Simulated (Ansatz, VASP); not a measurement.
## Ag: VASP beside Ansatz

INCAR

```
PREC = Accurate
ENCUT = 520
EDIFF = 1E-6
ISMEAR = -1
SIGMA = 0.1
LREAL = False
LASPH = True
NELM = 80
ALGO = Normal
ISIF = 2
LWAVE = False
LCHARG = True
GGA = PS
LELF = True
LVHAR = True
NBANDS = 12
```

The input KPOINTS:

```
regular mesh
0
Gamma
  15 15 15
```

Contents of POSCAR:

```
Ag
1.0
   -1.6128379902      1.6128379902      1.6128379902
    1.6128379902     -1.6128379902      1.6128379902
    1.6128379902      1.6128379902     -1.6128379902
Ag
1
Direct
    0.0000000000      0.0000000000      0.0000000000
```

Input for Ansatz:

```yaml
crystal:
  lattice:
    - [-1.6128379902, 1.6128379902, 1.6128379902]
    - [1.6128379902, -1.6128379902, 1.6128379902]
    - [1.6128379902, 1.6128379902, -1.6128379902]
  atoms:
    - { symbol: Ag, position: [0.0, 0.0, 0.0] }
hamiltonian:
  xc: pbesol
  pseudopotentials:
    kind: paw
    azcp:
      Ag: "pseudopotentials/Ag.paw.azcp"
basis:
  ecutwfc: 420
  fft_grid_basis: typed
kpoints:
  mp_grid: { grid: [15, 15, 15], shift: [0, 0, 0] }
magnetization:
  spin_polarized: false
scf:
  occupations: { method: fermi_dirac, width: 0.1 }
  lower_state_search: "off"
output:
  stress: true
```

Alike in both runs: task single point; functional PBEsol; k mesh 15 × 15 × 15; occupations fermi-dirac, width 0.1 eV; no spin polarisation.

|  | VASP | Ansatz |
| --- | --- | --- |
| version | VASP 6.6.1 | Ansatz 0.2.0 |
| potentials or method | VASP PAW PBE potentials, release 64 (Ag), cutoff 520 eV | plane waves (420 eV) with PAW, scalar-relativistic |
| valence electrons in the cell | 11 | 19 |

Ansatz gave:

```
pressure (GPa) : -0.1
```

Problem. What did VASP give for the same quantities?

Solution. Pressure (GPa): -0.3.

VASP's potentials were made for PBE, not for PBEsol, and Ansatz warns of the same on its side. The functional is the same, so the differences come from potentials, cutoffs and numerics. VASP's potentials hold 11 valence electrons a cell and Ansatz's 19, so a difference there can come from the potentials and not from the codes.
